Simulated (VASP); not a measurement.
## SnTe: electric field gradients with LDA

Crystal: SnTe.

```
Sn Te
1.0
     0.00000    3.16699    3.16699
     3.16699    0.00000    3.16699
     3.16699    3.16699    0.00000
Sn Te
1 1
Direct
  0.00000 0.00000 0.00000
  0.50000 0.50000 0.50000
```

This cell differs from its parent crystal: volume scaled by 1.01.

```
Program                : VASP 6.6.1
Task                   : electric field gradients
Functional             : LDA
Potentials or basis    : VASP PAW LDA potentials, release 64 (Sn_d, Te)
Cutoff                 : 520 eV
k mesh                 : 11 × 11 × 11
Occupations            : fermi-dirac, width 0.08 eV
Spin                   : no spin polarisation
Dipole correction      : no
Further INCAR settings : ALGO = Normal; EDIFF = 1e-08; NBANDS = 17
```

```json
{
  "Pressure": "-2.1 GPa"
}
```

Levels at points of the mesh, in eV from the Fermi level:
| k point | band 7 | band 8 | band 9 | band 10 | band 11 | band 12 | band 13 | band 14 |
| --- | --- | --- | --- | --- | --- | --- | --- | --- |
| (0.00, 0.00, 0.00) | -4.83 | -2.05 | -2.05 | -2.05 | 3.28 | 3.28 | 3.28 | 4.83 |

Run time: 50 s on 1 thread of Intel(R) Xeon(R) Platinum 8259CL CPU @ 2.50GHz (Skylake/Cascade Lake) (shared host), peak memory 0.2 GiB.

Caveat: this odd mesh misses L, where the gap lies, so gap, dielectric constants and Born charges aren't listed; without QUAD_EFG the Cq values of the log hold for a quadrupole moment of 1 mb, not for the nuclei; spin-orbit coupling is left out, which moves the levels of the heavy elements.
